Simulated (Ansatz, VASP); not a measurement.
## Two plane-wave programs on Hf2PbN4

POSCAR

```
Hf2PbN4
1.0
    4.2891425170      0.0000000000      0.0049087361
    0.0000000000      3.7222948899      0.0000000000
   -0.0198393536      0.0000000000      7.0557158175
Hf Pb N
2 1 4
Direct
    0.4278088900      0.5000000000      0.8154148570
    0.9288398189      0.5000000000      0.1446954517
    0.4296522126      0.0000000000      0.3779593460
    0.9292441457      0.0000000000      0.2924691152
    0.9280894498      0.5000000000      0.8682284715
    0.4288366003      0.5000000000      0.1555337400
    0.4275278826      0.0000000000      0.6790480188
```

INCAR.step1

```
  PREC = Accurate
  ENCUT = 520
  ISMEAR = -1
  SIGMA = 0.03
  LREAL = F
  LASPH = T
  NELM = 100
  NBANDS = 36
  GGA = PE
  ALGO = Normal
  EDIFF = 1E-4
  LWAVE = T
  LCHARG = F
```

File INCAR.step2:

```
  PREC = Accurate
  ENCUT = 520
  EDIFF = 1E-7
  ISMEAR = -1
  SIGMA = 0.03
  LREAL = F
  LASPH = T
  NELM = 100
  ALGO = Normal
  ISIF = 2
  LWAVE = F
  LCHARG = T
  METAGGA = R2SCAN
  LMIXTAU = T
  LUSE_VDW = T
  IVDW_NL = 2
  BPARAM = 11.95
  CPARAM = 0.0093
  LELF = T
  LVHAR = T
  NBANDS = 36
  ISTART = 1
```

The input KPOINTS:

```
regular mesh
0
Gamma
  6 8 4
```

Input for Ansatz:

```yaml
crystal:
  lattice:
    - [4.289142517, 0.0, 0.0049087361]
    - [0.0, 3.7222948899, 0.0]
    - [-0.0198393536, 0.0, 7.0557158175]
  atoms:
    - { symbol: Hf, position: [0.42780889, 0.5, 0.815414857] }
    - { symbol: Hf, position: [0.9288398189, 0.5, 0.1446954517] }
    - { symbol: Pb, position: [0.4296522126, 0.0, 0.377959346] }
    - { symbol: "N", position: [0.9292441457, 0.0, 0.2924691152] }
    - { symbol: "N", position: [0.9280894498, 0.5, 0.8682284715] }
    - { symbol: "N", position: [0.4288366003, 0.5, 0.15553374] }
    - { symbol: "N", position: [0.4275278826, 0.0, 0.6790480188] }
kpoints:
  mp_grid: { grid: [6, 8, 4] }
  band_path:
    path:
      - [0.0, 0.0, 0.0]
      - [0.0, 0.5, 0.0]
      - [0.0, 0.5, 0.5]
      - [0.0, 0.0, 0.5]
      - [-0.5, 0.0, 0.5]
      - [-0.5, 0.5, 0.5]
      - [-0.5, 0.5, 0.0]
      - [-0.5, 0.0, 0.0]
    npoints: 1
hamiltonian:
  xc: r2scan
  dispersion: rvv10
scf:
  occupations: { method: fermi_dirac, width: 0.03 }
  n_extra_bands: 5
output:
  forces: true
  stress: true
  eigenvalues: true
  write_density: true
  write_potential: true
  elf: true
  volumetric_format: npy
```

Alike in both runs: task single point; functional r2SCAN; dispersion rVV10; k mesh 6 × 8 × 4; occupations fermi-dirac, width 0.03 eV; no spin polarisation.

```csv
,VASP,Ansatz
version,VASP 6.6.1,Ansatz 0.2.0
potentials or method,"VASP PAW PBE potentials, release 64 (Hf_pv, Pb_d, N)","plane waves, PAW"
plane-wave cutoff (eV),520,500
valence electrons in the cell,54,86
```

|  | VASP | Ansatz | Ansatz less VASP |
| --- | --- | --- | --- |
| pressure (GPa) | -0.5 | 0.0 | +0.52 |
| traceless stress, the component that is largest in VASP (GPa) | -0.33 | -0.06 | +0.262 |
| rms of the force components (eV/Å) | 0.029 | 0.005 | -0.0237 |

VASP's potentials were made for PBE, not for r2SCAN. Atom by atom the forces differ by 0.032 eV/Å (rms over components). VASP's potentials hold 54 valence electrons a cell and Ansatz's 86, so a difference there can come from the potentials and not from the codes.

Spin-orbit coupling is off throughout.
